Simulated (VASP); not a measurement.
Here is a VASP 6.6.1 calculation.

The input INCAR:

```
SYSTEM = AlN
ALGO = Normal ; EDIFF = 1E-7
EDIFFG = -0.01 ; ENCUT = 520
IBRION = 2 ; ISIF = 2
ISMEAR = 0 ; LASPH = .TRUE.
LCHARG = .FALSE. ; LREAL = .FALSE.
LWAVE = .FALSE. ; NELM = 80
NSW = 50 ; PREC = Accurate
SIGMA = 0.05
```

File KPOINTS:

```
k-points
0
G
  9 9 6
  0 0 0
```

POSCAR

```
AlN
1.0
    3.0268000000      0.0000000000      0.0000000000
   -1.5134000000      2.6212856922      0.0000000000
    0.0000000000      0.0000000000      5.1413000000
Al N
2 2
Direct
    0.3333333333      0.6666666667      0.0015210172
    0.6666666667      0.3333333333      0.5015210172
    0.3333333333      0.6666666667      0.3834789828
    0.6666666667      0.3333333333      0.8834789828
```

Potentials or basis: VASP PAW LDA potentials, release 64 (Al, N).

The run is started by

```sh
$ cat potpaw_LDA.64/Al/POTCAR potpaw_LDA.64/N/POTCAR > POTCAR
$ mpirun -np 1 vasp_std > vasp.out
```

(1) Estimate the energy gained by relaxing.

(2) Estimate the band gap on the k mesh.

## Answers

(1) 8.1 meV/atom.

(2) 4.34 eV.

Caveat: an odd mesh through Γ misses points on the zone boundary, where band edges can lie.
